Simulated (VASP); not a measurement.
# Ca (Fm-3m) in VASP: a series of runs

Ca is run at these levels: r2SCAN; tasks: single point, relaxation of cell and atoms.

All numbers are computed with VASP 6.6.1; they aren't measurements. Logs are shortened: lines on timing, memory, paths and dates and some standing lists are left out, and cuts for length are marked.

## 1. The cell of the first run

The structure is cubic, space group Fm-3m (No. 225). Conventional cell: a = 5.568 Å, b = 5.568 Å, c = 5.568 Å, α = 90.00°, β = 90.00°, γ = 90.00°. Ca (site symmetry m-3m) has 12 Ca at 3.94 Å within 5.2 Å.

## 2. Single point, r2SCAN

Input file POSCAR:

```
Ca
1.0
    0.0000000000      2.7840561030      2.7840561030
    2.7840561030      0.0000000000      2.7840561030
    2.7840561030      2.7840561030      0.0000000000
Ca
1
Direct
    0.0000000000      0.0000000000      0.0000000000
```

Input file INCAR.step1:

```
PREC = Accurate
ENCUT = 520
ISMEAR = 0
SIGMA = 0.1
LREAL = False
LASPH = True
NELM = 60
NBANDS = 11
GGA = PE
ALGO = Normal
EDIFF = 1E-4
LWAVE = True
LCHARG = False
```

Input file INCAR.step2:

```
PREC = Accurate
ENCUT = 520
EDIFF = 1E-6
ISMEAR = 0
SIGMA = 0.1
LREAL = False
LASPH = True
NELM = 60
ALGO = Normal
ISIF = 2
LWAVE = False
LCHARG = True
METAGGA = R2SCAN
LMIXTAU = True
LELF = True
LVHAR = True
NBANDS = 11
ISTART = 1
```

Input file KPOINTS:

```
Automatic mesh
0
Gamma
  12 12 12
```

Potentials or basis: VASP PAW PBE potentials, release 64 (Ca_sv).

Command:

```sh
cat potpaw_PBE.64/Ca_sv/POTCAR > POTCAR
cp INCAR.step1 INCAR
mpirun -np 1 vasp_std > vasp.out
cp INCAR.step2 INCAR
mpirun -np 1 vasp_std > vasp.out
```

OUTCAR:

```text
PREC = Accurate
   ENCUT = 520
   EDIFF = 1E-6
   ISMEAR = 0
   LREAL = False
   LASPH = True
   NELM = 60
   ISIF = 2
   METAGGA = R2SCAN
   ISTART = 1

 ion  position               nearest neighbor table
   1  0.000  0.000  0.000-

  LATTYP: Found a face centered cubic cell.
 ALAT       =     5.5681122060

  Lattice vectors:

 A1 = (   0.0000000000,   2.7840561030,   2.7840561030)
 A2 = (   2.7840561030,   0.0000000000,   2.7840561030)
 A3 = (   2.7840561030,   2.7840561030,   0.0000000000)

Analysis of symmetry for initial positions (statically):
=====================================================================
 Subroutine PRICEL returns:
 Original cell was already a primitive cell.

 Routine SETGRP: Setting up the symmetry group for a
 face centered cubic supercell.

 Subroutine GETGRP returns: Found 48 space group operations
 (whereof 48 operations were pure point group operations)
 out of a pool of 48 trial point group operations.

The static configuration has the point symmetry O_h .

Analysis of symmetry for dynamics (positions and initial velocities):
=====================================================================
 Subroutine PRICEL returns:
 Original cell was already a primitive cell.

 Routine SETGRP: Setting up the symmetry group for a
 face centered cubic supercell.

 Subroutine GETGRP returns: Found 48 space group operations
 (whereof 48 operations were pure point group operations)
 out of a pool of 48 trial point group operations.

The dynamic configuration has the point symmetry O_h .

 Subroutine INISYM returns: Found 48 space group operations
 (whereof 48 operations are pure point group operations),
 and found     1 'primitive' translations

----------------------------------------------------------------------------------------

                                     Primitive cell

  volume of cell :      43.1583

  direct lattice vectors                    reciprocal lattice vectors
     0.000000000  2.784056103  2.784056103    -0.179594082  0.179594082  0.179594082
     2.784056103  0.000000000  2.784056103     0.179594082 -0.179594082  0.179594082
     2.784056103  2.784056103  0.000000000     0.179594082  0.179594082 -0.179594082

  length of vectors
     3.937249899  3.937249899  3.937249899     0.311066075  0.311066075  0.311066075

  position of ions in fractional coordinates (direct lattice)
     0.000000000  0.000000000  0.000000000

  ion indices of the primitive-cell ions
   primitive index   ion index
                 1           1

----------------------------------------------------------------------------------------

 KPOINTS: Automatic mesh

Automatic generation of k-mesh.
 Grid dimensions read from file:
 generate k-points for:   12   12   12

 Generating k-lattice:

  Cartesian coordinates                     Fractional coordinates (reciprocal lattice)
    -0.014966173  0.014966173  0.014966173     0.083333333  0.000000000  0.000000000
     0.014966173 -0.014966173  0.014966173     0.000000000  0.083333333  0.000000000
     0.014966173  0.014966173 -0.014966173     0.000000000  0.000000000  0.083333333

  Length of vectors
     0.025922173  0.025922173  0.025922173

  Shift w.r.t. Gamma in fractional coordinates (k-lattice)
     0.000000000  0.000000000  0.000000000

 Subroutine IBZKPT returns following result:
 ===========================================

 Found     72 irreducible k-points:

 Following reciprocal coordinates:
            Coordinates               Weight
  0.000000  0.000000  0.000000      1.000000
  0.083333  0.000000  0.000000      8.000000
  0.166667  0.000000  0.000000      8.000000
  0.250000  0.000000  0.000000      8.000000
  0.333333  0.000000  0.000000      8.000000
  0.416667  0.000000  0.000000      8.000000
[... 16 lines left out ...]
  0.500000  0.166667  0.000000     24.000000
 -0.416667  0.166667  0.000000     24.000000
 [... further k-points ...]
   k-points           NKPTS =     72   k-points in BZ     NKDIM =     72   number of bands    NBANDS=     11
   number of dos      NEDOS =    301   number of ions     NIONS =      1
   total plane-waves  NPLWV =  27000
   dimension x,y,z NGX =    30 NGY =   30 NGZ =   30
   dimension x,y,z NGXF=    60 NGYF=   60 NGZF=   60
   ions per type =               1
   NGX,Y,Z   is equivalent  to a cutoff of  12.67, 12.67, 12.67 a.u.
   NGXF,Y,Z  is equivalent  to a cutoff of  25.33, 25.33, 25.33 a.u.
 SYSTEM =  unknown system
   PREC   = accura    normal or accurate (medium, high low for compatibility)
   ISTART =      1    job   : 0-new  1-cont  2-samecut
   ICHARG =      0    charge: 1-file 2-atom 10-const
   ISPIN  =      1    spin polarized calculation?
   LNONCOLLINEAR =      F non collinear calculations
   LSORBIT =      F    spin-orbit coupling
   LASPH  =      T    aspherical Exc in radial PAW
   ENCUT  =  520.0 eV  38.22 Ry    6.18 a.u.   7.32  7.32  7.32*2*pi/ulx,y,z
   NELM   =     60;   NELMIN=  2; NELMDL=  0     # of ELM steps
   EDIFF  = 0.1E-05   stopping-criterion for ELM
   LREAL  =      F    real-space projection
   EDIFFG = 0.1E-04   stopping-criterion for IOM
   NSW    =      0    number of steps for IOM
   IBRION =     -1    ionic relax: 0-MD 1-quasi-New 2-CG
   NFREE  =      0    steps in history (QN), initial steepest desc. (CG)
   ISIF   =      2    stress and relaxation
   ISYM   =      2    0-nonsym 1-usesym 2-fastsym
   POTIM  = 0.5000    time-step for ionic-motion
   TEBEG  =    0.0;   TEEND  =   0.0 temperature during run
   PSTRESS=    0.0 pullay stress
   NELECT =      10.0000    total number of electrons
   NUPDOWN=      -1.0000    fix difference up-down
   EMIN   =  10.00;   EMAX   =-10.00  energy-range for DOS
   EFERMI =   0.00;   METHOD = LEGACY
   ISMEAR =     0;   SIGMA  =   0.10  broadening in eV -4-tet -1-fermi 0-gaus
   EFERMI_NEDOS =   21; number of points for ismear=-14 and -15
   IALGO  =     38    algorithm
   IMIX   =      4    mixing-type and parameters
     AMIX     =   0.40;   BMIX     =  1.00
     AMIX_MAG =   1.60;   BMIX_MAG =  1.00
  volume/ion in A,a.u.               =      43.16       291.25
  Fermi-wavevector in a.u.,A,eV,Ry     =   1.005511  1.900140 13.756204  1.011052
  Thomas-Fermi vector in A             =   2.138195
   LORBIT       =      0    0 simple, 1 ext, 2 COOP (PROOUT), +10 PAW based schemes
   METAGGA = R2SCAN    functional components
   LHFCALC =     F    Hartree Fock is set to
   AEXX    =    0.0000 exact exchange contribution
   IVDW    =     0    specifies the selected vdW correction
   LEPSILON=     F    determine dielectric tensor
   LRPA    =     F    only Hartree local field effects (RPA)
 non-spin polarized calculation
 Gauss-broadening in eV      SIGMA  =   0.10
  energy-cutoff  :      520.00
  volume of cell :       43.16
 maximum number of plane-waves:      1211
 NGX is ok and might be reduce to    30
   NGX = 15   NGY = 15   NGZ = 15

 number of electron       9.9999998 magnetization

 Free energy of the ion-electron system (eV)
  ---------------------------------------------------
  ext. energy  EPLUGINS =         0.00000000
  ---------------------------------------------------
  free energy    TOTEN  =        -7.03343927 eV

  energy without entropy =       -7.02659456  energy(sigma->0) =       -7.03001691

 E-fermi :   1.9101     XC(G=0):  -8.1463

 val. band max:        1.8945147707   @ k =  -0.3333   0.3333   0.1667
 cond. band min:       1.9594202520   @ k =  -0.4167   0.2500   0.0833
 fundamental gap:      0.0649054813
 Fermi energy:         1.9100758856

 k-point     1 :       0.0000    0.0000    0.0000
  band No.  band energies     occupation
      1     -41.9220      2.00000
      2     -21.9528      2.00000
      3     -21.9528      2.00000
      4     -21.9527      2.00000
      5      -2.3390      2.00000
      6       4.5849      0.00000
      7       4.5850      0.00000
      8       4.5850      0.00000
      9       5.6876      0.00000
     10       5.6876      0.00000
     11      11.4168      0.00000

 k-point     2 :       0.0833    0.0000    0.0000
  band No.  band energies     occupation
      1     -41.9211      2.00000
      2     -21.9619      2.00000
      3     -21.9540      2.00000
      4     -21.9539      2.00000
      5      -2.2154      2.00000
      6       4.4411      0.00000
      7       4.6308      0.00000
      8       4.6308      0.00000
      9       5.6459      0.00000
     10       5.6459      0.00000
     11      11.5516      0.00000

 k-point     3 :       0.1667    0.0000    0.0000
  band No.  band energies     occupation
      1     -41.9188      2.00000
      2     -21.9869      2.00000
      3     -21.9574      2.00000
      4     -21.9573      2.00000
      5      -1.8528      2.00000
      6       4.0621      0.00000
      7       4.7192      0.00000
      8       4.7192      0.00000
      9       5.5906      0.00000
     10       5.5906      0.00000
     11      11.0346      0.00000

 k-point     4 :       0.2500    0.0000    0.0000
  band No.  band energies     occupation
      1     -41.9155      2.00000
      2     -22.0208      2.00000
      3     -21.9620      2.00000
      4     -21.9619      2.00000
      5      -1.2749      2.00000
      6       3.5386      0.00000
      7       4.7145      0.00000
      8       4.7145      0.00000
      9       5.6935      0.00000
     10       5.6935      0.00000
     11       9.7069      0.00000

 k-point     5 :       0.3333    0.0000    0.0000
  band No.  band energies     occupation
      1     -41.9122      2.00000
      2     -22.0545      2.00000
      3     -21.9666      2.00000
      4     -21.9665      2.00000
      5      -0.5247      2.00000
      6       2.9161      0.00000
      7       4.5998      0.00000
      8       4.5998      0.00000
      9       5.9761      0.00000
     10       5.9761      0.00000
     11       8.5853      0.00000
[... 211 lines left out ...]
 k-point    21 :       0.3333    0.1667    0.0000
  band No.  band energies     occupation
      1     -41.9123      2.00000
      2     -22.0352      2.00000
      3     -21.9762      2.00000
      4     -21.9757      2.00000
      5      -0.6520      2.00000
      6       3.2624      0.00000
      7       4.2823      0.00000
      8       4.9440      0.00000
      9       5.5160      0.00000
     10       6.1354      0.00000
     11       9.4160      0.00000

 k-point    22 :       0.4167    0.1667    0.0000
  band No.  band energies     occupation
      1     -41.9096      2.00000
      2     -22.0595      2.00000
      3     -21.9838      2.00000
      4     -21.9787      2.00000
      5       0.1164      2.00000
      6       2.7347      0.00000
      7       4.0500      0.00000
      8       4.8515      0.00000
      9       5.9586      0.00000
     10       6.3551      0.00000
     11       8.2323      0.00000

 k-point    23 :       0.5000    0.1667    0.0000
  band No.  band energies     occupation
      1     -41.9079      2.00000
      2     -22.0740      2.00000
      3     -21.9910      2.00000
      4     -21.9788      2.00000
      5       0.9571      2.00000
      6       2.0746      0.02000
      7       3.9398      0.00000
      8       4.7590      0.00000
      9       6.3820      0.00000
     10       6.4165      0.00000
     11       7.5051      0.00000

 k-point    24 :      -0.4167    0.1667    0.0000
  band No.  band energies     occupation
      1     -41.9077      2.00000
      2     -22.0752      2.00000
      3     -21.9954      2.00000
      4     -21.9761      2.00000
      5       1.2166      2.00000
      6       1.8663      1.46406
      7       3.8972      0.00000
      8       4.7259      0.00000
      9       6.2284      0.00000
     10       6.6159      0.00000
     11       7.4635      0.00000

 [... further k-points ...]

------------------------ aborting loop because EDIFF is reached ----------------------------------------

  FORCE on cell =-STRESS in cart. coord.  units (eV):
  Direction    XX          YY          ZZ          XY          YZ          ZX
  --------------------------------------------------------------------------------------
  -------------------------------------------------------------------------------------
  Total        0.0127546      0.0127546      0.0127546      0.0000000      0.0000000     -0.0000000
  in kB        0.4734930      0.4734930      0.4734930      0.0000000      0.0000000     -0.0000000
  external PRESSURE =       0.4734930 kB  Pullay stress =       0.0000000 kB

 VOLUME and BASIS-vectors are now :
 -----------------------------------------------------------------------------
  energy-cutoff  :      520.00
  volume of cell :       43.16
      direct lattice vectors                 reciprocal lattice vectors
     0.000000000  2.784056103  2.784056103    -0.179594082  0.179594082  0.179594082
     2.784056103  0.000000000  2.784056103     0.179594082 -0.179594082  0.179594082
     2.784056103  2.784056103  0.000000000     0.179594082  0.179594082 -0.179594082

 POSITION                                       TOTAL-FORCE (eV/Angst)
 -----------------------------------------------------------------------------------
      0.00000      0.00000      0.00000        -0.000000      0.000000      0.000000
 -----------------------------------------------------------------------------------
    total drift:                               -0.000000     -0.000000      0.000000

  FREE ENERGIE OF THE ION-ELECTRON SYSTEM (eV)
  ---------------------------------------------------
  free  energy   TOTEN  =        -7.0334392677 eV

  energy  without entropy=       -7.0265945597  energy(sigma->0) =       -7.03001691
```

Run time: 1.7 min. Hardware: 1 thread of Intel Xeon Platinum 8488C (Sapphire Rapids), shared host; peak memory 0.18 GiB.

What came out:

| Property | Result |
| --- | --- |
| Free energy | -7.0334 eV |
| Pressure | 0.0 GPa |
| Band gap on the k mesh | zero (band 5 reaches 2.18 eV, above the bottom of band 6 at 1.61 eV) |

Caveat: the PAW data sets were made with another functional, which shifts forces and pressure a little.

(Continued in part 2 of 2.)
